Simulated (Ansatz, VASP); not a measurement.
GaAs in VASP and in Ansatz

```
CELL_PARAMETERS angstrom
0.00000 2.66503 2.66503
2.66503 0.00000 2.66503
2.66503 2.66503 0.00000
ATOMIC_POSITIONS crystal
Ga 0.00000 0.00000 0.00000
As 0.50000 0.50000 0.50000
```

Alike in both runs: functional r2SCAN; k mesh 15 × 15 × 15; occupations fermi-dirac, width 0.1 eV; no spin polarisation.

Ansatz relaxed the structure, and its values are those at the end. VASP's run is a single point on that final structure, the one shown.

|  | VASP | Ansatz |
| --- | --- | --- |
| version | VASP 6.6.1 | Ansatz 0.2.0 |
| potentials or method | VASP PAW PBE potentials, release 64 (Ga_d, As) | PAW with Ansatz's default frozen-core files, scalar-relativistic |
| plane-wave cutoff (eV) | 520 | 500 |
| valence electrons in the cell | 18 | 28 |

|  | VASP | Ansatz | Ansatz less VASP |
| --- | --- | --- | --- |
| pressure (GPa) | 0.1 | 0.0 | -0.04 |

VASP's potentials were made for PBE, not for r2SCAN. VASP's potentials hold 18 valence electrons a cell and Ansatz's 28, so a difference there can come from the potentials and not from the codes.
